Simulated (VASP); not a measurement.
Input of a VASP 6.6.1 run:

The input INCAR:

```
SYSTEM = PbS
PREC = Accurate ; ENCUT = 520
EDIFF = 1E-8 ; ISMEAR = -1
SIGMA = 0.01 ; LREAL = .FALSE.
LASPH = .TRUE. ; NELM = 80
ALGO = Normal ; ISIF = 2
LWAVE = .FALSE. ; LCHARG = .FALSE.
LEFG = .TRUE. ; NBANDS = 17
```

File KPOINTS:

```
Automatic mesh
0
G
  8 8 8
  0 0 0
```

The input POSCAR:

```
PbS
1.0
    0.0000000000      2.9650000000      2.9946500000
    2.9650000000      0.0000000000      2.9946500000
    2.9650000000      2.9650000000      0.0000000000
Pb S
1 1
Direct
    0.0000000000      0.0000000000      0.0000000000
    0.5000000000      0.5000000000      0.5000000000
```

Potentials or basis: VASP PAW LDA potentials, release 64 (Pb_d, S).

Command:

```sh
$ cat potpaw_LDA.64/Pb_d/POTCAR potpaw_LDA.64/S/POTCAR > POTCAR
$ mpirun -np 1 vasp_std > vasp.out
```

(1) Estimate the pressure.

(2) Estimate the band gap on the k mesh.

Results:

(1) -3.0 GPa.

(2) 0.24 eV, direct.

Caveat: the cell differs from its parent crystal (zz strain of +1 %); without QUAD_EFG the Cq values of the log hold for a quadrupole moment of 1 mb, not for the nuclei; spin-orbit coupling is left out, which moves the levels of the heavy elements.
